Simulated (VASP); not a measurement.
The system is InAs.

```xyz
2
Lattice="0.0000 3.0380 3.0380 3.0380 0.0000 3.0380 3.0380 3.0380 0.0000" Properties=species:S:1:pos:R:3 pbc="T T T"
In    0.0000    0.0000    0.0000
As    4.5570    4.5570    4.5570
```

Base run:

```yaml
Program: VASP 6.6.1
Functional: r2SCAN
Potentials_or_basis: VASP PAW PBE potentials, release 64 (In_d, As)
Cutoff: 520 eV
k_mesh: 8 × 8 × 8
Occupations: fermi-dirac, width 0.05 eV
Spin: no spin polarisation
```

Its results: band gap on the k mesh 0.17 eV, direct; pressure 1.0 GPa.

Problem. After a change of settings the same cell gave: band gap on the k mesh zero (filled and empty bands touch); pressure 3.1 GPa. Which change was it?
A. functional from r2SCAN to LDA; potentials or basis from VASP PAW PBE potentials, release 64 (In_d, As) to VASP PAW LDA potentials, release 64 (In_d, As)
B. functional from r2SCAN to PBE
C. functional from r2SCAN to PBEsol; dispersion from none to D3(BJ)
D. functional from r2SCAN to PBEsol

Solution. B.

r2SCAN gives the wider gap, since meta-GGAs in the generalised Kohn-Sham scheme recover part of the derivative discontinuity.

Caveats: spin-orbit coupling is left out, which moves the levels of the heavy elements; the PAW data sets were made with another functional, which shifts forces and pressure a little (some runs).
